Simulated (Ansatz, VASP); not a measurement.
**SiC in VASP and in Ansatz**

Contents of INCAR:

```
SYSTEM = SiC
PREC = Accurate ; ENCUT = 520
EDIFF = 1E-7 ; ISMEAR = 0
SIGMA = 0.05 ; LREAL = .False.
LASPH = .True. ; NELM = 100
ALGO = Normal ; ISIF = 2
LWAVE = .False. ; LCHARG = .False.
GGA = PE ; NBANDS = 26
```

KPOINTS

```
regular mesh
0
Gamma
  12 12 4
  0 0 0
```

Contents of POSCAR:

```
SiC
1.0
    3.0219000000      0.0000000000      0.0000000000
   -1.5109500000      2.6170421677      0.0000000000
    0.0000000000      0.0000000000     10.1291708101
Si C
4 4
Direct
    0.6666666667      0.3333333333      0.9378436843
    0.3333333333      0.6666666667      0.4378436843
    0.0000000000      0.0000000000      0.6878989045
    0.0000000000      0.0000000000      0.1878989045
    0.6666666667      0.3333333333      0.7498087506
    0.3333333333      0.6666666667      0.2498087506
    0.0000000000      0.0000000000      0.5004476606
    0.0000000000      0.0000000000      0.0004476606
```

Input for Ansatz:

```yaml
crystal:
  lattice:
    - [3.0219, 0.0, 0.0]
    - [-1.51095, 2.6170421677, 0.0]
    - [0.0, 0.0, 10.1291708101]
  atoms:
    - { symbol: Si, position: [0.6666666667, 0.3333333333, 0.9378436843] }
    - { symbol: Si, position: [0.3333333333, 0.6666666667, 0.4378436843] }
    - { symbol: Si, position: [0.0, 0.0, 0.6878989045] }
    - { symbol: Si, position: [0.0, 0.0, 0.1878989045] }
    - { symbol: C, position: [0.6666666667, 0.3333333333, 0.7498087506] }
    - { symbol: C, position: [0.3333333333, 0.6666666667, 0.2498087506] }
    - { symbol: C, position: [0.0, 0.0, 0.5004476606] }
    - { symbol: C, position: [0.0, 0.0, 0.0004476606] }
basis:
  ecutwfc: 520.0
kpoints:
  mp_grid: { grid: [12, 12, 4] }
hamiltonian:
  xc: pbe
  pseudopotentials: { kind: paw, azcp: { folder: soft_1 } }
scf:
  occupations: { method: gaussian, width: 0.05 }
output:
  forces: true
  stress: true
  eigenvalues: true
```

Alike in both runs: task single point; functional PBE; k mesh 12 × 12 × 4; occupations gaussian, width 0.05 eV; no spin polarisation.

|  | VASP | Ansatz |
| --- | --- | --- |
| version | VASP 6.6.1 | Ansatz 0.2.0 |
| potentials or method | VASP PAW PBE potentials, release 64 (Si, C), cutoff 520 eV | scalar-relativistic, plane waves, PAW |
| valence electrons in the cell | 32 | 32 |

|  | VASP | Ansatz | Ansatz less VASP |
| --- | --- | --- | --- |
| gap on the k mesh at the Fermi level (eV) | 2.11 | 2.12 | +0.003 |
| least direct gap on the mesh (eV) | 3.32 | 3.32 | +0.006 |
| pressure (GPa) | 11.2 | 11.3 | +0.08 |
| traceless stress, the component that is largest in VASP (GPa) | -9.46 | -9.44 | +0.029 |
| rms of the force components (eV/Å) | 0.148 | 0.148 | +0.0006 |

Atom by atom the forces differ by 0.001 eV/Å (rms over components).
